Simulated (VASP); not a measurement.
KI, 2 atoms in the cell. Symmetry: I4mm, No. 107, tetragonal system. Conventional cell: a = 4.888 Å, b = 4.888 Å, c = 6.822 Å, α = 90.00°, β = 90.00°, γ = 90.00°. K (site symmetry 4mm) has 6 I at 2.89 to 3.93 Å within 4.0 Å. I (site symmetry 4mm) has 6 K at 2.89 to 3.93 Å within 4.0 Å.  This cell differs from its parent crystal: atoms displaced along a vibrational mode, the cell strained.

| Quantity | Value |
| --- | --- |
| Program | VASP 6.6.1 |
| Task | single point |
| Functional | LDA |
| Potentials or basis | VASP PAW LDA potentials, release 64 (K_sv, I) |
| Cutoff | 520 eV |
| k mesh | 6 × 6 × 6 |
| Occupations | gaussian, width 0.05 eV |
| Spin | no spin polarisation |
| Dipole correction | no |
| Further INCAR settings | ALGO = Normal; EDIFF = 1e-07; NBANDS = 15 |

Potentials or basis: VASP PAW LDA potentials, release 64 (K_sv, I).

The run is started by

```bash
$ cat potpaw_LDA.64/K_sv/POTCAR potpaw_LDA.64/I/POTCAR > POTCAR
$ mpirun -np 1 vasp_std > vasp.out
```

Hardware: 1 thread of AMD EPYC 7R13, on a shared host.

Q: How long does it take, and how much memory?

A: Wall time 77 s on 1 thread of AMD EPYC 7R13, on a shared host, peak memory 0.16 GiB. Counts: scf iterations 14, k points 30.
